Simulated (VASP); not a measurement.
Wanted: the native input for a VASP 6.6.1 run.

```yaml
Task: electric field gradients
Functional: PBEsol
Potentials_or_basis: VASP PAW PBE potentials, release 64 (Zn, S)
Cutoff: 520 eV
k_mesh: 8 × 8 × 5
Occupations: fermi-dirac, width 0.03 eV
Spin: no spin polarisation
Dipole_correction: no
Further_INCAR_settings: ALGO = Normal; EDIFF = 1e-08; NBANDS = 26
```

The structure of ZnS lies in POSCAR:

```
ZnS
1.0
    3.8109987816      0.0000000000      0.0000000000
   -1.9054993908      3.3004217586      0.0000000000
    0.0000000000      0.0000000000      6.3586800000
Zn S
2 2
Direct
    0.3333333333      0.6666666667      0.0000000000
    0.6666666667      0.3333333333      0.5000000000
    0.3333333333      0.6666666667      0.3850000000
    0.6666666667      0.3333333333      0.8850000000
```

This cell differs from its parent crystal: zz strain of +2 %.

One way to write it, as run:

INCAR

```
PREC = Accurate ; ENCUT = 520
EDIFF = 1E-8 ; ISMEAR = -1
SIGMA = 0.03 ; LREAL = F
LASPH = T ; NELM = 60
ALGO = Normal ; ISIF = 2
LWAVE = F ; LCHARG = F
GGA = PS ; LEFG = T
NBANDS = 26
```

KPOINTS

```
Automatic mesh
0
Gamma
  8 8 5
```

Potentials or basis: VASP PAW PBE potentials, release 64 (Zn, S).

Run with:

```console
$ cat potpaw_PBE.64/Zn/POTCAR potpaw_PBE.64/S/POTCAR > POTCAR
$ mpirun -np 1 vasp_std > vasp.out
```

It gave:

```
Pressure                                : -2.3 GPa
Largest force                           : 0.354 eV/Å
Band gap on the k mesh                  : 2.01 eV
Largest electric field gradient by atom : Zn +27.0; S -2.5 V/Å²
```

Caveat: the cell differs from its parent crystal (zz strain of +2 %); without QUAD_EFG the Cq values of the log hold for a quadrupole moment of 1 mb, not for the nuclei; the PAW data sets were made with another functional, which shifts forces and pressure a little.

Wall time 78 s on 1 thread of Intel Xeon 8259CL, with other jobs on the host, peak memory 0.21 GiB.
